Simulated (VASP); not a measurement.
## LiNbO3: single point with PBE

Crystal: LiNbO3.

```
CELL_PARAMETERS angstrom
2.59484 1.49813 4.67218
-2.59484 1.49813 4.67218
0.00000 -2.99627 4.67218
ATOMIC_POSITIONS crystal
Li 0.28163 0.28163 0.28163
Li 0.78163 0.78163 0.78163
Nb 0.00042 0.00042 0.00042
Nb 0.50042 0.50042 0.50042
O 0.11059 0.35797 0.72107
O 0.72107 0.11059 0.35797
O 0.35797 0.72107 0.11059
O 0.22107 0.85797 0.61059
O 0.85797 0.61059 0.22107
O 0.61059 0.22107 0.85797
```

| Quantity | Value |
| --- | --- |
| Program | VASP 6.6.1 |
| Task | single point |
| Functional | PBE |
| Potentials or basis | VASP PAW PBE potentials, release 64 (Li_sv, Nb_sv, O) |
| Cutoff | 520 eV |
| k mesh | 6 × 6 × 6 |
| Occupations | gaussian, width 0.05 eV |
| Spin | no spin polarisation |
| Dipole correction | no |
| Further INCAR settings | ALGO = Normal; EDIFF = 1e-07; NBANDS = 45 |

* Largest force: 0.026 eV/Å
* Band gap on the k mesh: 3.56 eV (least direct gap 3.57 eV)

Forces on the atoms (eV/Å):
```
Li   0.000  0.000  0.003
Li   0.000  0.000  0.003
Nb   0.000  0.000 -0.026
Nb   0.000  0.000 -0.026
O    0.006  0.001  0.008
O   -0.004  0.005  0.008
O   -0.002 -0.006  0.008
O    0.002 -0.006  0.008
O   -0.006  0.001  0.008
O    0.004  0.005  0.008
```

Levels at points of the mesh, in eV from the valence-band top:
```tsv
k point	band 32	band 33	band 34	band 35	band 36	band 37
(0.00, 0.00, 0.00)	-0.50	0.00	0.00	3.57	3.57	4.03
(0.50, 0.00, 0.00)	-0.30	-0.22	-0.22	3.83	3.83	4.63
(0.50, 0.50, 0.00)	-0.67	-0.50	-0.19	3.65	4.09	4.53
(0.50, 0.50, 0.50)	-0.31	-0.31	-0.31	4.55	4.55	4.75
```

It took 8.6 min on 1 thread of AMD EPYC 7571, with other jobs on the host, peak memory 0.29 GiB.

 A k mesh can miss the band edges.
